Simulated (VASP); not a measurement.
A run of VASP 6.6.1 is set up as follows.

Contents of POSCAR:

```
MgSi
1.0
    2.8211421800      0.0000000000      0.0000000000
    0.0000000000      2.8211421800      0.0000000000
    0.0000000000      0.0000000000      4.1034270000
Mg Si
1 1
Direct
    0.0000000000      0.0000000000      0.0000000000
    0.5000000000      0.5000000000      0.5000000000
```

File INCAR.step1:

```
SYSTEM = MgSi
PREC = Accurate
ENCUT = 520
ISMEAR = 0
SIGMA = 0.15
LREAL = .False.
LASPH = .True.
NELM = 80
NBANDS = 10
GGA = PE
ALGO = Normal
EDIFF = 1E-4
LWAVE = .True.
LCHARG = .False.
```

INCAR.step2

```
SYSTEM = MgSi
PREC = Accurate
ENCUT = 520
EDIFF = 1E-6
ISMEAR = 0
SIGMA = 0.15
LREAL = .False.
LASPH = .True.
NELM = 80
ALGO = Normal
ISIF = 2
LWAVE = .False.
LCHARG = .True.
METAGGA = R2SCAN
LMIXTAU = .True.
LELF = .True.
LVHAR = .True.
NBANDS = 10
ISTART = 1
```

KPOINTS

```
Automatic mesh
0
Gamma
  16 16 12
  0 0 0
```

Potentials or basis: VASP PAW PBE potentials, release 64 (Mg, Si).

Launch:

```bash
$ cat potpaw_PBE.64/Mg/POTCAR potpaw_PBE.64/Si/POTCAR > POTCAR
$ cp INCAR.step1 INCAR
$ mpirun -np 1 vasp_std > vasp.out
$ cp INCAR.step2 INCAR
$ mpirun -np 1 vasp_std > vasp.out
```

(1) Estimate the pressure.

(2) What does it give for the band gap on the k mesh?

## Answers

(1) 2.3 GPa.

(2) zero (bands 3 and 4 overlap by 7.27 eV).

Caveat: the cell differs from its parent crystal (strain -0.030 along x and y, +0.000 along z); the PAW data sets were made with another functional, which shifts forces and pressure a little.
